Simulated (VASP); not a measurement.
Here is a VASP 6.6.1 calculation.

Contents of INCAR:

```
  PREC = Accurate
  ENCUT = 600
  EDIFF = 1E-6
  ISMEAR = 0
  SIGMA = 0.01
  LREAL = False
  LASPH = True
  NELM = 120
  ALGO = Normal
  ISIF = 2
  LWAVE = False
  LCHARG = True
  GGA = PE
  LELF = True
  LVHAR = True
  NBANDS = 19
  GGA_COMPAT = False
```

The input KPOINTS:

```
Automatic mesh
0
Gamma
  5 5 5
```

POSCAR

```
ZrO2
1.0
    0.0000000000      2.5350000000      2.5350000000
    2.5350000000      0.0000000000      2.5350000000
    2.5350000000      2.5350000000      0.0000000000
Zr O
1 2
Direct
    0.0000000000      0.0000000000      0.0000000000
    0.2500000000      0.2500000000      0.2500000000
    0.7500000000      0.7500000000      0.7500000000
```

Potentials or basis: VASP PAW PBE potentials, release 64 (Zr_sv, O).

Command:

```console
$ cat potpaw_PBE.64/Zr_sv/POTCAR potpaw_PBE.64/O/POTCAR > POTCAR
$ mpirun -np 1 vasp_std > vasp.out
```

Problem. What does it give for the pressure?

Solution. 6.9 GPa.

Problem. Predict the band gap on the k mesh.

Solution. 3.58 eV, indirect (least direct gap 3.92 eV).

Caveat: the k points lie up to 0.43 Å⁻¹ apart. A k mesh can miss the band edges.
